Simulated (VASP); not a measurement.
Write the native input for VASP 6.6.1 that does the following.

```yaml
Task: single point
Functional: PBE
Potentials_or_basis: VASP PAW PBE potentials, release 64 (W_sv, Au)
Cutoff: 520 eV
k_mesh: 8 × 4 × 4
Occupations: gaussian, width 0.1 eV
Spin: no spin polarisation
Dipole_correction: no
Further_INCAR_settings: ALGO = Fast; EDIFF = 1e-06; NBANDS = 60
```

The structure of WAu lies in POSCAR:

```
WAu
1.0
    0.0034512703     -2.8468014763     -0.0017935230
   -6.8487536206     -0.0068635558      0.3263363080
    0.3172911320      0.0008284412     -6.8472262599
W Au
4 4
Direct
    0.9994001989      0.4479634504      0.5520545079
    1.0005949005      0.5520393672     -0.0520526701
    1.0006118666      0.0520387331      0.4479457564
    0.9993963668     -0.0520349207      0.0520568884
    0.4998675529      0.7987838277      0.7012333579
    0.5001160797      0.7012129382      0.2987692450
    0.5001252000      0.2012146699      0.7987648123
    0.4998878345      0.2987819342      0.2012281021
```

These files were run (other wordings do the same):

INCAR

```
PREC = Accurate
ENCUT = 520
EDIFF = 1E-6
ISMEAR = 0
SIGMA = 0.1
LREAL = F
LASPH = T
NELM = 100
ALGO = Fast
ISIF = 2
LWAVE = F
LCHARG = T
GGA = PE
LELF = T
LVHAR = T
NBANDS = 60
```

KPOINTS

```
Automatic mesh
0
Gamma
  8 4 4
```

Potentials or basis: VASP PAW PBE potentials, release 64 (W_sv, Au).

Command:

```sh
$ cat potpaw_PBE.64/W_sv/POTCAR potpaw_PBE.64/Au/POTCAR > POTCAR
$ mpirun -np 1 vasp_std > vasp.out
```

It gave:

The pressure is 0.0 GPa. The largest force is 0.015 eV/Å and the band gap on the k mesh is zero (bands 50 and 51 overlap by 1.57 eV).

Caveat: spin-orbit coupling is left out, which moves the levels of the heavy elements.

It took 12 min on 1 thread of Intel(R) Xeon(R) Platinum 8375C CPU @ 2.90GHz (Ice Lake), on a shared host, peak memory 0.52 GiB.
